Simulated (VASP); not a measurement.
Wanted: the native input for a VASP 6.6.1 run.

| Property | Result |
| --- | --- |
| Task | relaxation of cell and atoms |
| Functional | PBE |
| Potentials or basis | VASP PAW PBE potentials, release 64 (Ga_d, B, As) |
| Cutoff | 600 eV |
| k mesh | 4 × 4 × 4 |
| Occupations | gaussian, width 0.1 eV |
| Spin | no spin polarisation |
| Dipole correction | no |
| Further INCAR settings | ALGO = Normal; EDIFF = 1e-07; IBRION = 2; EDIFFG = -0.04; NSW = 90; ISIF = 3 |

The structure of Ga3BAs4 lies in POSCAR:

```
Ga3BAs4
1.0
    3.8295191500      0.0000000000      0.0000000000
    0.0000000000      3.8295191500      5.4157579200
    0.0000000000     -3.8295191500      5.4157579200
Ga B As
3 1 4
Direct
    0.5000000000      0.0000000000      0.5000000000
    0.5000000000      0.5000000000      0.0000000000
    0.0000000000      0.5000000000      0.5000000000
    0.0000000000      0.0000000000      0.0000000000
    0.5000000000      0.1250000000      0.1250000000
    0.0000000000      0.1250000000      0.6250000000
    0.0000000000      0.6250000000      0.1250000000
    0.5000000000      0.6250000000      0.6250000000
```

One way to write it, as run:

INCAR

```
SYSTEM = Ga3BAs4
PREC = Accurate
ENCUT = 600
EDIFF = 1E-7
ISMEAR = 0
SIGMA = 0.1
LREAL = .FALSE.
LASPH = .TRUE.
NELM = 60
ALGO = Normal
ISIF = 3
LWAVE = .FALSE.
LCHARG = .FALSE.
GGA = PE
IBRION = 2
NSW = 90
EDIFFG = -0.04
```

KPOINTS

```
regular mesh
0
G
  4 4 4
  0 0 0
```

Potentials or basis: VASP PAW PBE potentials, release 64 (Ga_d, B, As).

The run is started by

```sh
$ cat potpaw_PBE.64/Ga_d/POTCAR potpaw_PBE.64/B/POTCAR potpaw_PBE.64/As/POTCAR > POTCAR
$ mpirun -np 1 vasp_std > vasp.out
```

Results of the run:

```json
{
 "Relaxed volume": "21.15 Å³/atom",
 "Relaxed cell": "a = 3.928 Å, b = 6.761 Å, c = 6.761 Å, α = 70.47°, β = 90.00°, γ = 90.00°",
 "Space group after relaxing (to 0.1 Å)": "Amm2 (No. 38)",
 "Energy gained by relaxing": "130.5 meV/atom",
 "Ionic steps": "9",
 "Pressure after relaxing": "0.0 GPa",
 "Largest force after relaxing": "0.023 eV/Å",
 "Band gap on the k mesh": "0.12 eV"
}
```

Wall time 9.2 min on 1 thread of AMD EPYC 9R45 96-Core Processor (Zen 5), on a shared host, peak memory 0.36 GiB.
